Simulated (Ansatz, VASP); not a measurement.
## One calculation of HfSiO4, two programs

```
CELL_PARAMETERS angstrom
-3.32245 3.32245 3.00747
3.32245 -3.32245 3.00747
3.32245 3.32245 -3.00747
ATOMIC_POSITIONS crystal
Hf 0.00000 0.00000 0.00000
Hf 0.75000 0.25000 0.50000
Si 0.25000 0.75000 0.50000
Si 0.50000 0.50000 0.00000
O 0.13473 0.31894 0.81579
O 0.06894 0.75315 0.68421
O 0.06894 0.38473 0.31579
O 0.50315 0.31894 0.18421
O 0.68106 0.49685 0.81579
O 0.61527 0.93106 0.68421
O 0.24685 0.93106 0.31579
O 0.68106 0.86527 0.18421
```

Alike in both runs: task single point; functional PBE; k mesh 6 × 6 × 6; occupations gaussian, width 0.02 eV; no spin polarisation.

```csv
,VASP,Ansatz
version,VASP 6.6.1,Ansatz 0.2.0
potentials or method,"VASP PAW PBE potentials, release 64 (Hf_pv, Si, O), cutoff 520 eV","scalar-relativistic, plane waves, PAW"
valence electrons in the cell,76,108
```

|  | VASP | Ansatz | Ansatz less VASP |
| --- | --- | --- | --- |
| gap on the k mesh at the Fermi level (eV) | 5.27 | 5.33 | +0.056 |
| least direct gap on the mesh (eV) | 5.60 | 5.65 | +0.053 |
| pressure (GPa) | -1.6 | 0.0 | +1.59 |
| traceless stress, the component that is largest in VASP (GPa) | 0.19 | -0.04 | -0.232 |
| rms of the force components (eV/Å) | 0.086 | 0.001 | -0.0856 |

Atom by atom the forces differ by 0.087 eV/Å (rms over components). VASP's potentials hold 76 valence electrons a cell and Ansatz's 108, so a difference there can come from the potentials and not from the codes.

Spin-orbit coupling is off throughout.
